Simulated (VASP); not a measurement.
# Nb (Im-3m) in VASP: further runs, part 2 of 2

VASP 6.6.1. The steps go on from the part before.

## Step 3: Density of states, revPBE

POSCAR reads:

```
Nb
1.0
   -1.6639500000      1.6639500000      1.6639500000
    1.6639500000     -1.6639500000      1.6639500000
    1.6639500000      1.6639500000     -1.6639500000
Nb
1
Direct
    0.0000000000      0.0000000000      0.0000000000
```

INCAR.step1 reads:

```
  ALGO = Normal
  EDIFF = 1E-6
  ENCUT = 400
  GGA = RE
  GGA_COMPAT = F
  ISIF = 2
  ISMEAR = -1
  LASPH = T
  LCHARG = T
  LMAXMIX = 4
  LORBIT = 11
  LREAL = F
  LWAVE = F
  NBANDS = 12
  NEDOS = 2001
  NELM = 120
  PREC = Accurate
  SIGMA = 0.05
```

KPOINTS.step1 reads:

```
k-points
0
Gamma
  6 6 6
```

INCAR.step2 reads:

```
  ALGO = Normal
  EDIFF = 1E-6
  ENCUT = 400
  GGA = RE
  GGA_COMPAT = F
  ICHARG = 11
  ISIF = 2
  ISMEAR = -5
  LASPH = T
  LCHARG = F
  LMAXMIX = 4
  LORBIT = 11
  LREAL = F
  LWAVE = F
  NEDOS = 2001
  NELM = 120
  PREC = Accurate
  SIGMA = 0.05
```

KPOINTS.step2 reads:

```
k-points
0
Gamma
  9 9 9
```

Potentials or basis: VASP PAW PBE potentials, release 64 (Nb_sv).

The run is started by

```sh
> cat potpaw_PBE.64/Nb_sv/POTCAR > POTCAR
> cp INCAR.step1 INCAR
> cp KPOINTS.step1 KPOINTS
> mpirun -np 1 vasp_std > vasp.out
> cp INCAR.step2 INCAR
> cp KPOINTS.step2 KPOINTS
> mpirun -np 1 vasp_std > vasp.out
```

OUTCAR:

```text
EDIFF = 1E-6
   ENCUT = 400
   GGA = RE
   ICHARG = 11
   ISIF = 2
   ISMEAR = -5
   LASPH = T
   LORBIT = 11
   LREAL = F
   NELM = 120
   PREC = Accurate

 ion  position               nearest neighbor table
   1  0.000  0.000  0.000-

  LATTYP: Found a body centered cubic cell.
 ALAT       =     3.3279000000

  Lattice vectors:

 A1 = (  -1.6639500000,   1.6639500000,   1.6639500000)
 A2 = (   1.6639500000,  -1.6639500000,   1.6639500000)
 A3 = (   1.6639500000,   1.6639500000,  -1.6639500000)

Analysis of symmetry for initial positions (statically):
=====================================================================
 Subroutine PRICEL returns:
 Original cell was already a primitive cell.

 Routine SETGRP: Setting up the symmetry group for a
 body centered cubic supercell.

 Subroutine GETGRP returns: Found 48 space group operations
 (whereof 48 operations were pure point group operations)
 out of a pool of 48 trial point group operations.

The static configuration has the point symmetry O_h .

Analysis of symmetry for dynamics (positions and initial velocities):
=====================================================================
[... 172 lines left out ...]
      7      11.3520     -0.02877
      8      11.3520      0.00000
      9      14.1876      0.00000
     10      14.1876      0.00000
[... 287 lines left out ...]
 k-point    24 :      -0.4444   -0.4444    0.1111
  band No.  band energies     occupation
      1     -43.1253      2.00000
      2     -19.8813      2.00000
      3     -19.3427      2.00000
      4     -18.9469      2.00000
      5       8.2800      2.00000
      6      10.1566      2.00000
      7      10.4938      1.79481
      8      13.2275      0.00000
      9      15.9799      0.00000
     10      18.7510      0.00000

 [... further k-points ...]

------------------------ aborting loop because EDIFF is reached ----------------------------------------

  FORCE on cell =-STRESS in cart. coord.  units (eV):
  Direction    XX          YY          ZZ          XY          YZ          ZX
  --------------------------------------------------------------------------------------
  -------------------------------------------------------------------------------------
  Total       -0.8508455     -0.8508455     -0.8508455      0.0000000      0.0000000     -0.0000000
  in kB      -73.9742347    -73.9742347    -73.9742347      0.0000000      0.0000000     -0.0000000
  external PRESSURE =     -73.9742347 kB  Pullay stress =       0.0000000 kB

 VOLUME and BASIS-vectors are now :
 -----------------------------------------------------------------------------
  energy-cutoff  :      400.00
  volume of cell :       18.43
      direct lattice vectors                 reciprocal lattice vectors
    -1.663950000  1.663950000  1.663950000     0.000000000  0.300489798  0.300489798
     1.663950000 -1.663950000  1.663950000     0.300489798  0.000000000  0.300489798
     1.663950000  1.663950000 -1.663950000     0.300489798  0.300489798  0.000000000

 POSITION                                       TOTAL-FORCE (eV/Angst)
 -----------------------------------------------------------------------------------
      0.00000      0.00000      0.00000         0.000000      0.000000     -0.000000
 -----------------------------------------------------------------------------------
    total drift:                                0.000000     -0.000000     -0.000000

  FREE ENERGIE OF THE ION-ELECTRON SYSTEM (eV)
  ---------------------------------------------------
  free  energy   TOTEN  =        -9.8155894358 eV

  energy  without entropy=       -9.8155894358  energy(sigma->0) =       -9.81558944

 total charge

# of ion       s       p       d       tot
------------------------------------------
    1        2.214   5.996   2.489  10.699
```

Run time: 4.8 s. Hardware: 1 thread of Intel Xeon 6975P-C (Granite Rapids), shared host; peak memory 0.12 GiB.

Results:

* Valence electrons inside the program's atomic spheres: Nb 10.70

Caveat: the k points lie up to 0.45 Å⁻¹ apart; the PAW data sets were made with another functional, which shifts forces and pressure a little; tetrahedron occupations give inexact forces and stress in metals.

## Step 4: Density of states, BLYP

POSCAR is that of step 3.

INCAR.step1 reads:

```
SYSTEM = Nb
PREC = Accurate
ENCUT = 400
EDIFF = 1E-6
ISMEAR = -1
SIGMA = 0.05
LREAL = .FALSE.
LASPH = .TRUE.
NELM = 120
ALGO = Normal
ISIF = 2
LWAVE = .FALSE.
LCHARG = .TRUE.
LMAXMIX = 4
GGA = B5
ALDAX = 1.0
AGGAX = 1.0
AGGAC = 1.0
ALDAC = 0.0
NBANDS = 12
GGA_COMPAT = .FALSE.
NEDOS = 2001
LORBIT = 11
```

KPOINTS.step1 reads:

```
Automatic mesh
0
G
  6 6 6
  0 0 0
```

INCAR.step2 reads:

```
SYSTEM = Nb
PREC = Accurate
ENCUT = 400
EDIFF = 1E-6
ISMEAR = -5
SIGMA = 0.05
LREAL = .FALSE.
LASPH = .TRUE.
NELM = 120
ALGO = Normal
ISIF = 2
LWAVE = .FALSE.
LCHARG = .FALSE.
LMAXMIX = 4
GGA = B5
ALDAX = 1.0
AGGAX = 1.0
AGGAC = 1.0
ALDAC = 0.0
LORBIT = 11
NEDOS = 1001
ICHARG = 11
GGA_COMPAT = .FALSE.
```

KPOINTS.step2 reads:

```
Automatic mesh
0
G
  9 9 9
  0 0 0
```

The run is started by

```sh
> cat potpaw_PBE.64/Nb_sv/POTCAR > POTCAR
> cp INCAR.step1 INCAR
> cp KPOINTS.step1 KPOINTS
> mpirun -np 1 vasp_std > vasp.out
> cp INCAR.step2 INCAR
> cp KPOINTS.step2 KPOINTS
> mpirun -np 1 vasp_std > vasp.out
```

It took 7.6 s on 1 thread of Intel Xeon 6975P-C (Granite Rapids), shared host; peak memory 0.12 GiB.

The run converged. Its results:

```yaml
Valence_electrons_inside_the_program's_atomic_spheres: Nb 10.78
```

Levels at points of the mesh, in eV from the Fermi level:
| k point | band 2 | band 3 | band 4 | band 5 | band 6 | band 7 | band 8 | band 9 | band 10 |
| --- | --- | --- | --- | --- | --- | --- | --- | --- | --- |
| (0.00, 0.00, 0.00) | -29.73 | -29.73 | -29.73 | -5.75 | 0.27 | 0.27 | 0.27 | 3.12 | 3.12 |

Caveat: the k points lie up to 0.45 Å⁻¹ apart; the PAW data sets were made with another functional, which shifts forces and pressure a little; tetrahedron occupations give inexact forces and stress in metals.

## Step 5: Vibrations by perturbation theory, LDA

INCAR reads:

```
SYSTEM = Nb
PREC = Accurate
ENCUT = 500
EDIFF = 1E-8
ISMEAR = -1
SIGMA = 0.05
LREAL = .FALSE.
LASPH = .TRUE.
NELM = 120
ALGO = Normal
ISIF = 2
LWAVE = .FALSE.
LCHARG = .TRUE.
GGA = CA
NBANDS = 12
IBRION = 8
NSW = 1
GGA_COMPAT = .FALSE.
```

KPOINTS reads:

```
Automatic mesh
0
G
  8 8 8
  0 0 0
```

POSCAR is that of step 4.

Potentials or basis: VASP PAW LDA potentials, release 64 (Nb_sv).

The run is started by

```sh
> cat potpaw_LDA.64/Nb_sv/POTCAR > POTCAR
> mpirun -np 1 vasp_std > vasp.out
```

OUTCAR:

```text
SYSTEM = Nb
   PREC = Accurate
   ENCUT = 500
   EDIFF = 1E-8
   ISMEAR = -1
   LREAL = .FALSE.
   LASPH = .TRUE.
   NELM = 120
   ISIF = 2
   GGA = CA
   IBRION = 8
   NSW = 1

 ion  position               nearest neighbor table
   1  0.000  0.000  0.000-

  LATTYP: Found a body centered cubic cell.
 ALAT       =     3.3279000000

  Lattice vectors:

 A1 = (  -1.6639500000,   1.6639500000,   1.6639500000)
 A2 = (   1.6639500000,  -1.6639500000,   1.6639500000)
[... 599 lines left out ...]
  y     0.00000     0.00000     0.00000     0.00000     0.00000     0.00000
  z     0.00000     0.00000     0.00000     0.00000     0.00000     0.00000

 SECOND DERIVATIVES (NOT SYMMETRIZED)
 ------------------------------------
               1X          1Y          1Z
  1X    -0.001590    0.000000    0.000000
  1Y     0.000000   -0.001590    0.000000
  1Z     0.000000    0.000000   -0.001590

 Eigenvectors and eigenvalues of the dynamical matrix
 ----------------------------------------------------

   1 f  =    0.064682 THz     0.406407 2PiTHz    2.157551 cm-1     0.267502 meV
             X         Y         Z           dx          dy          dz
      0.000000  0.000000  0.000000     1.000000    0.000000    0.000000

   2 f  =    0.064682 THz     0.406407 2PiTHz    2.157551 cm-1     0.267502 meV
             X         Y         Z           dx          dy          dz
      0.000000  0.000000  0.000000     0.000000    1.000000    0.000000

   3 f  =    0.064682 THz     0.406407 2PiTHz    2.157551 cm-1     0.267502 meV
             X         Y         Z           dx          dy          dz
      0.000000  0.000000  0.000000     0.000000    0.000000    1.000000

--------------------------------------------------------------------------------------------------------

 ELASTIC MODULI CONTR FROM IONIC RELAXATION (kBar)
 Direction    XX          YY          ZZ          XY          YZ          ZX
 --------------------------------------------------------------------------------
 XX           0.0000      0.0000      0.0000      0.0000      0.0000      0.0000
 YY           0.0000      0.0000      0.0000      0.0000      0.0000      0.0000
 ZZ           0.0000      0.0000      0.0000      0.0000      0.0000      0.0000
 XY           0.0000      0.0000      0.0000      0.0000      0.0000      0.0000
 YZ           0.0000      0.0000      0.0000      0.0000      0.0000      0.0000
 ZX           0.0000      0.0000      0.0000      0.0000      0.0000      0.0000
 --------------------------------------------------------------------------------
```

stdout:

```text
POSCAR found type information on POSCAR Nb
 POSCAR found :  1 types and       1 ions
 scaLAPACK will be used
 LDA part: xc-table for (Slater(with rela. corr.)+CA(PZ))
 , standard interpolation
 POSCAR, INCAR and KPOINTS ok, starting setup
 FFT: planning ... GRIDC
 FFT: planning ... GRID_SOFT
 FFT: planning ... GRID
 WAVECAR not read
 entering main loop
 Linear response reoptimize wavefunctions to high precision
 Linear response DOF=           1
 Linear response progress:
 first order change of Fermi-energy  -0.30103E-03
 force on displaced ion       1 direction 1 :  -0.002   0.000   0.000
 Linear response finished
```

Run time: 68 s. Hardware: 1 thread of AMD EPYC 7R43 (Zen 3), shared host; peak memory 0.12 GiB.
